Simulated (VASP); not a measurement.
# Ga7H4N7 in VASP: notebook

The runs below take Ga7H4N7 through single point, with PBE.

All numbers are computed with VASP 6.6.1; they aren't measurements. Logs are shortened: lines on timing, memory, paths and dates and some standing lists are left out, and cuts for length are marked.

## 1. The cell of the first run

The cell holds a wire or tube with vacuum around it, 18 atoms: a = 21.400 Å, b = 9.300 Å, c = 5.564 Å, α = 90.00°, β = 90.00°, γ = 90.00°.

## 2. Single point, PBE

Input file INCAR:

```
SYSTEM = Ga7H4N7
PREC = Accurate ; ENCUT = 520
EDIFF = 1E-7 ; ISMEAR = 0
SIGMA = 0.05 ; LREAL = Auto
LASPH = .TRUE. ; NELM = 60
ALGO = Normal ; ISIF = 2
LWAVE = .FALSE. ; LCHARG = .FALSE.
GGA = PE ; NBANDS = 80
```

Input file KPOINTS:

```
Automatic mesh
0
G
  1 1 6
  0 0 0
```

Input file POSCAR:

```
Ga7H4N7
1.0
   21.4000000000      0.0000000000      0.0000000000
    0.0000000000      9.3000000000      0.0000000000
    0.0000000000      0.0000000000      5.5636504687
Ga N H
7 7 4
Direct
    0.7251524600      0.5000000000      0.3333333333
    0.5750508200      0.5000000000      0.3333333333
    0.6501016400      0.5000000000      0.8333333333
    0.4249491800      0.5000000000      0.3333333333
    0.5000000000      0.5000000000      0.8333333333
    0.2748475400      0.5000000000      0.3333333333
    0.3498983600      0.5000000000      0.8333333333
    0.6501016400      0.5000000000      0.1666666667
    0.7251524600      0.5000000000      0.6666666667
    0.5000000000      0.5000000000      0.1666666667
    0.5750508200      0.5000000000      0.6666666667
    0.3498983600      0.5000000000      0.1666666667
    0.4249491800      0.5000000000      0.6666666667
    0.2748475400      0.5000000000      0.6666666667
    0.7886879686      0.5000000000      0.1922389198
    0.2113120314      0.5000000000      0.1922389198
    0.7664303063      0.5000000000      0.7583331009
    0.2335696937      0.5000000000      0.7583331009
```

Potentials or basis: VASP PAW PBE potentials, release 64 (Ga_d, N, H).

On the command line:

```bash
> cat potpaw_PBE.64/Ga_d/POTCAR potpaw_PBE.64/N/POTCAR potpaw_PBE.64/H/POTCAR > POTCAR
> mpirun -np 1 vasp_std > vasp.out
```

OUTCAR:

```text
SYSTEM = Ga7H4N7
   PREC = Accurate
   ENCUT = 520
   EDIFF = 1E-7
   ISMEAR = 0
   LREAL = Auto
   LASPH = .TRUE.
   NELM = 60
   ISIF = 2
   GGA = PE

 ion  position               nearest neighbor table
   1  0.725  0.500  0.333-  15 1.57   8 1.85   9 1.85
   2  0.575  0.500  0.333-   8 1.85  10 1.85  11 1.85
   3  0.650  0.500  0.833-   9 1.85  11 1.85   8 1.85
   4  0.425  0.500  0.333-  10 1.85  12 1.85  13 1.85
   5  0.500  0.500  0.833-  11 1.85  13 1.85  10 1.85
   6  0.275  0.500  0.333-  16 1.57  12 1.85  14 1.85
   7  0.350  0.500  0.833-  14 1.85  13 1.85  12 1.85
   8  0.650  0.500  0.167-   1 1.85   2 1.85   3 1.85
   9  0.725  0.500  0.667-  17 1.02   3 1.85   1 1.85
  10  0.500  0.500  0.167-   2 1.85   4 1.85   5 1.85
  11  0.575  0.500  0.667-   3 1.85   5 1.85   2 1.85
  12  0.350  0.500  0.167-   6 1.85   4 1.85   7 1.85
  13  0.425  0.500  0.667-   5 1.85   7 1.85   4 1.85
  14  0.275  0.500  0.667-  18 1.02   7 1.85   6 1.85
  15  0.789  0.500  0.192-   1 1.57
  16  0.211  0.500  0.192-   6 1.57
  17  0.766  0.500  0.758-   9 1.02
  18  0.234  0.500  0.758-  14 1.02

  LATTYP: Found a simple orthorhombic cell.
 ALAT       =     5.5636504687
 B/A-ratio  =     1.6715643897
 C/A-ratio  =     3.8463954773

  Lattice vectors:

 A1 = (   0.0000000000,   0.0000000000,  -5.5636504687)
 A2 = (   0.0000000000,   9.3000000000,   0.0000000000)
 A3 = (  21.4000000000,   0.0000000000,   0.0000000000)

Analysis of symmetry for initial positions (statically):
=====================================================================
 Subroutine PRICEL returns:
 Original cell was already a primitive cell.

 Routine SETGRP: Setting up the symmetry group for a
 simple orthorhombic supercell.

 Subroutine GETGRP returns: Found  4 space group operations
 (whereof  4 operations were pure point group operations)
 out of a pool of  8 trial point group operations.

The static configuration has the point symmetry C_2v.

Analysis of symmetry for dynamics (positions and initial velocities):
=====================================================================
 Subroutine PRICEL returns:
 Original cell was already a primitive cell.

 Routine SETGRP: Setting up the symmetry group for a
 simple orthorhombic supercell.

 Subroutine GETGRP returns: Found  4 space group operations
 (whereof  4 operations were pure point group operations)
 out of a pool of  8 trial point group operations.

The dynamic configuration has the point symmetry C_2v.

 Subroutine INISYM returns: Found  4 space group operations
 (whereof  4 operations are pure point group operations),
 and found     1 'primitive' translations

----------------------------------------------------------------------------------------

                                     Primitive cell

  volume of cell :    1107.2777

  direct lattice vectors                    reciprocal lattice vectors
    21.400000000  0.000000000  0.000000000     0.046728972  0.000000000  0.000000000
     0.000000000  9.300000000  0.000000000     0.000000000  0.107526882  0.000000000
     0.000000000  0.000000000  5.563650469     0.000000000  0.000000000  0.179738106

  length of vectors
    21.400000000  9.300000000  5.563650469     0.046728972  0.107526882  0.179738106

  position of ions in fractional coordinates (direct lattice)
     0.725152460  0.500000000  0.333333333
     0.575050820  0.500000000  0.333333333
     0.650101640  0.500000000  0.833333333
     0.424949180  0.500000000  0.333333333
     0.500000000  0.500000000  0.833333333
     0.274847540  0.500000000  0.333333333
[... 10 lines left out ...]
     0.766430306  0.500000000  0.758333101
     0.233569694  0.500000000  0.758333101

  ion indices of the primitive-cell ions
   primitive index   ion index
                 1           1
                 2           2
                 3           3
                 4           4
                 5           5
                 6           6
[... 10 lines left out ...]
                17          17
                18          18

----------------------------------------------------------------------------------------

 KPOINTS: Automatic mesh

Automatic generation of k-mesh.
 Grid dimensions read from file:
 generate k-points for:    1    1    6

 Generating k-lattice:

  Cartesian coordinates                     Fractional coordinates (reciprocal lattice)
     0.046728972  0.000000000  0.000000000     1.000000000  0.000000000  0.000000000
     0.000000000  0.107526882  0.000000000     0.000000000  1.000000000  0.000000000
     0.000000000  0.000000000  0.029956351     0.000000000  0.000000000  0.166666667

  Length of vectors
     0.046728972  0.107526882  0.029956351

  Shift w.r.t. Gamma in fractional coordinates (k-lattice)
     0.000000000  0.000000000  0.000000000

 Subroutine IBZKPT returns following result:
 ===========================================

 Found      4 irreducible k-points:

 Following reciprocal coordinates:
            Coordinates               Weight
  0.000000  0.000000  0.000000      1.000000
  0.000000  0.000000  0.166667      2.000000
  0.000000  0.000000  0.333333      2.000000
  0.000000  0.000000  0.500000      1.000000
   k-points           NKPTS =      4   k-points in BZ     NKDIM =      4   number of bands    NBANDS=     80
   number of dos      NEDOS =    301   number of ions     NIONS =     18
   total plane-waves  NPLWV = 470400
   dimension x,y,z NGX =   160 NGY =   70 NGZ =   42
   dimension x,y,z NGXF=   320 NGYF=  140 NGZF=   84
   ions per type =               7   7   4
   NGX,Y,Z   is equivalent  to a cutoff of  12.43, 12.51, 12.55 a.u.
   NGXF,Y,Z  is equivalent  to a cutoff of  24.86, 25.03, 25.10 a.u.
 SYSTEM =  Ga7H4N7
   PREC   = accura    normal or accurate (medium, high low for compatibility)
   ISTART =      0    job   : 0-new  1-cont  2-samecut
   ICHARG =      2    charge: 1-file 2-atom 10-const
   ISPIN  =      1    spin polarized calculation?
   LNONCOLLINEAR =      F non collinear calculations
   LSORBIT =      F    spin-orbit coupling
   LASPH  =      T    aspherical Exc in radial PAW
   ENCUT  =  520.0 eV  38.22 Ry    6.18 a.u.  39.79 17.29 10.34*2*pi/ulx,y,z
   NELM   =     60;   NELMIN=  2; NELMDL= -5     # of ELM steps
   EDIFF  = 0.1E-06   stopping-criterion for ELM
   LREAL  =      T    real-space projection
   EDIFFG = 0.1E-05   stopping-criterion for IOM
   NSW    =      0    number of steps for IOM
   IBRION =     -1    ionic relax: 0-MD 1-quasi-New 2-CG
   NFREE  =      0    steps in history (QN), initial steepest desc. (CG)
   ISIF   =      2    stress and relaxation
   ISYM   =      2    0-nonsym 1-usesym 2-fastsym
   POTIM  = 0.5000    time-step for ionic-motion
   TEBEG  =    0.0;   TEEND  =   0.0 temperature during run
   PSTRESS=    0.0 pullay stress
   NELECT =     130.0000    total number of electrons
   NUPDOWN=      -1.0000    fix difference up-down
   EMIN   =  10.00;   EMAX   =-10.00  energy-range for DOS
   EFERMI =   0.00;   METHOD = LEGACY
   ISMEAR =     0;   SIGMA  =   0.05  broadening in eV -4-tet -1-fermi 0-gaus
   EFERMI_NEDOS =   21; number of points for ismear=-14 and -15
   IALGO  =     38    algorithm
   IMIX   =      4    mixing-type and parameters
     AMIX     =   0.40;   BMIX     =  1.00
     AMIX_MAG =   1.60;   BMIX_MAG =  1.00
  volume/ion in A,a.u.               =      61.52       415.13
  Fermi-wavevector in a.u.,A,eV,Ry     =   0.801623  1.514849  8.743107  0.642600
  Thomas-Fermi vector in A             =   1.909146
   LORBIT       =      0    0 simple, 1 ext, 2 COOP (PROOUT), +10 PAW based schemes
   GGA     = PE    functional components
   LHFCALC =     F    Hartree Fock is set to
   AEXX    =    0.0000 exact exchange contribution
   IVDW    =     0    specifies the selected vdW correction
   LEPSILON=     F    determine dielectric tensor
   LRPA    =     F    only Hartree local field effects (RPA)
 non-spin polarized calculation
 Gauss-broadening in eV      SIGMA  =   0.05
  energy-cutoff  :      520.00
  volume of cell :     1107.28
 maximum number of plane-waves:     29853
 NGX is ok and might be reduce to   160
   NGX = 79   NGY = 35   NGZ = 21

 number of electron     129.9999936 magnetization

 Free energy of the ion-electron system (eV)
  ---------------------------------------------------
  ext. energy  EPLUGINS =         0.00000000
  ---------------------------------------------------
  free energy    TOTEN  =       -93.55387043 eV

  energy without entropy =      -93.55387043  energy(sigma->0) =      -93.55387043

 E-fermi :  -3.6793     XC(G=0):  -2.9549

 val. band max:       -3.9098707268   @ k =   0.0000   0.0000   0.0000
 cond. band min:      -1.1828094191   @ k =   0.0000   0.0000   0.0000
 fundamental gap:      2.7270613077
 Fermi energy:        -3.6792927401

 k-point     1 :       0.0000    0.0000    0.0000
  band No.  band energies     occupation
      1     -19.0933      2.00000
      2     -18.9349      2.00000
      3     -18.7402      2.00000
      4     -18.5831      2.00000
      5     -18.5124      2.00000
      6     -18.4628      2.00000
[... 69 lines left out ...]
     76       1.4327      0.00000
     77       1.5374      0.00000

 k-point     2 :       0.0000    0.0000    0.1667
  band No.  band energies     occupation
      1     -19.0462      2.00000
      2     -18.9021      2.00000
      3     -18.7268      2.00000
      4     -18.5874      2.00000
      5     -18.5349      2.00000
      6     -18.4817      2.00000
[... 69 lines left out ...]
     76       1.5348      0.00000
     77       1.5687      0.00000

 k-point     3 :       0.0000    0.0000    0.3333
  band No.  band energies     occupation
      1     -18.9230      2.00000
      2     -18.8197      2.00000
      3     -18.6985      2.00000
      4     -18.6042      2.00000
      5     -18.6024      2.00000
      6     -18.5310      2.00000
[... 69 lines left out ...]
     76       1.5725      0.00000
     77       1.6368      0.00000

 k-point     4 :       0.0000    0.0000    0.5000
  band No.  band energies     occupation
      1     -18.8014      2.00000
      2     -18.7553      2.00000
      3     -18.7313      2.00000
      4     -18.6455      2.00000
      5     -18.6299      2.00000
      6     -18.5586      2.00000
[... 69 lines left out ...]
     76       1.3311      0.00000
     77       1.5292      0.00000
 [bands above 77 left out]

------------------------ aborting loop because EDIFF is reached ----------------------------------------

  FORCE on cell =-STRESS in cart. coord.  units (eV):
  Direction    XX          YY          ZZ          XY          YZ          ZX
  --------------------------------------------------------------------------------------
  -------------------------------------------------------------------------------------
  Total       -2.6019578     -0.0979955     -1.7331237      0.0000000      0.0000000      0.0000000
  in kB       -3.7649072     -0.1417947     -2.5077462      0.0000000      0.0000000      0.0000000
  external PRESSURE =      -2.1381494 kB  Pullay stress =       0.0000000 kB

 VOLUME and BASIS-vectors are now :
 -----------------------------------------------------------------------------
  energy-cutoff  :      520.00
  volume of cell :     1107.28
      direct lattice vectors                 reciprocal lattice vectors
    21.400000000  0.000000000  0.000000000     0.046728972  0.000000000  0.000000000
     0.000000000  9.300000000  0.000000000     0.000000000  0.107526882  0.000000000
     0.000000000  0.000000000  5.563650469     0.000000000  0.000000000  0.179738106

 POSITION                                       TOTAL-FORCE (eV/Angst)
 -----------------------------------------------------------------------------------
     15.51826      4.65000      1.85455         0.441285      0.000000      0.090607
     12.30609      4.65000      1.85455        -0.024944      0.000000     -0.043466
     13.91218      4.65000      4.63638         0.305140     -0.000000      0.096347
      9.09391      4.65000      1.85455         0.024944     -0.000000     -0.043466
     10.70000      4.65000      4.63638         0.000000     -0.000000      0.028269
      5.88174      4.65000      1.85455        -0.441285      0.000000      0.090607
[... 10 lines left out ...]
     16.40161      4.65000      4.21910        -0.138683     -0.000000     -0.054735
      4.99839      4.65000      4.21910         0.138683     -0.000000     -0.054735
 -----------------------------------------------------------------------------------
    total drift:                                0.000000     -0.000000     -0.038004

  FREE ENERGIE OF THE ION-ELECTRON SYSTEM (eV)
  ---------------------------------------------------
  free  energy   TOTEN  =       -93.5538704315 eV

  energy  without entropy=      -93.5538704315  energy(sigma->0) =      -93.55387043
```

It took 16 min on 1 thread of Intel Xeon Platinum 8488C (Sapphire Rapids), shared host; peak memory 1 GiB.

Results:

| Quantity | Value |
| --- | --- |
| Free energy | -93.5539 eV |
| Largest force | 0.773 eV/Å |
| Band gap on the k mesh | 2.73 eV |

Forces on the atoms (eV/Å):
```
Ga   0.441  0.000  0.091
Ga  -0.025  0.000 -0.043
Ga   0.305  0.000  0.096
Ga   0.025  0.000 -0.043
Ga   0.000  0.000  0.028
Ga  -0.441  0.000  0.091
Ga  -0.305  0.000  0.096
N    0.018  0.000  0.289
N   -0.602  0.000 -0.484
N    0.000  0.000  0.016
N    0.099  0.000  0.008
N   -0.018  0.000  0.289
N   -0.099  0.000  0.008
N    0.602  0.000 -0.484
H   -0.131  0.000  0.076
H    0.131  0.000  0.076
H   -0.139  0.000 -0.055
H    0.139  0.000 -0.055
```

## 3. Single point, PBE

Input file INCAR:

```
SYSTEM = Ga7H4N7
ALGO = Normal ; EDIFF = 1E-6
ENCUT = 520 ; GGA = PE
ISIF = 2 ; ISMEAR = 0
LASPH = .True. ; LCHARG = .True.
LELF = .True. ; LREAL = Auto
LVHAR = .True. ; LWAVE = .False.
NBANDS = 80 ; NELM = 80
PREC = Accurate ; SIGMA = 0.05
```

Input file KPOINTS:

```
k-points
0
Gamma
  1 1 6
  0 0 0
```

Input file POSCAR:

```
Ga7H4N7
1.0
   21.4000000000      0.0000000000      0.0000000000
    0.0000000000      9.3000000000      0.0000000000
    0.0000000000      0.0000000000      5.5717178945
Ga N H
7 7 4
Direct
    0.7263056553      0.5000000000      0.3297216169
    0.5751244030      0.5000000000      0.3371104471
    0.6495548872      0.5000000000      0.8378645393
    0.4248755970      0.5000000000      0.3371104471
    0.5000000000      0.5000000000      0.8370146889
    0.2736943447      0.5000000000      0.3297216169
    0.3504451128      0.5000000000      0.8378645393
    0.6503687798      0.5000000000      0.1704853710
    0.7218569992      0.5000000000      0.6583926266
    0.5000000000      0.5000000000      0.1702693056
    0.5748762052      0.5000000000      0.6700286710
    0.3496312202      0.5000000000      0.1704853710
    0.4251237948      0.5000000000      0.6700286710
    0.2781430008      0.5000000000      0.6583926266
    0.7896197096      0.5000000000      0.1925826602
    0.2103802904      0.5000000000      0.1925826602
    0.7629234882      0.5000000000      0.7507440912
    0.2370765118      0.5000000000      0.7507440912
```

Potentials or basis: VASP PAW PBE potentials, release 64 (Ga_d, N, H).

On the command line:

```bash
> cat potpaw_PBE.64/Ga_d/POTCAR potpaw_PBE.64/N/POTCAR potpaw_PBE.64/H/POTCAR > POTCAR
> mpirun -np 1 vasp_std > vasp.out
```

Wall time 14 min (1 thread of Intel Xeon Platinum 8488C (Sapphire Rapids), shared host); peak memory 1 GiB.

The run converged. Its results:

```
Free energy            : -93.6405 eV
Largest force          : 0.025 eV/Å
Band gap on the k mesh : 2.77 eV
```

Forces in eV/Å, atoms in the order of the input:
```
Ga  -0.001  0.000  0.008
Ga  -0.002  0.000  0.011
Ga  -0.002  0.000  0.000
Ga   0.002  0.000  0.011
Ga   0.000  0.000 -0.003
Ga   0.001  0.000  0.008
Ga   0.002  0.000  0.000
N    0.005  0.000 -0.014
N   -0.010  0.000 -0.016
N    0.000  0.000 -0.001
N   -0.002  0.000 -0.002
N   -0.005  0.000 -0.014
N    0.002  0.000 -0.002
N    0.010  0.000 -0.016
H   -0.022  0.000  0.012
H    0.022  0.000  0.012
H    0.003  0.000  0.003
H   -0.003  0.000  0.003
```

Levels at points of the mesh, in eV from the valence-band top:
```
           k point  band 61  band 62  band 63  band 64  band 65  band 66  band 67  band 68  band 69  band 70
(0.00, 0.00, 0.00)    -0.52    -0.40    -0.21    -0.04     0.00     2.77     3.85     4.39     4.41     4.76
(0.00, 0.00, 0.50)    -1.10    -1.05    -0.63    -0.54    -0.32     4.29     4.33     4.38     4.39     4.55
```
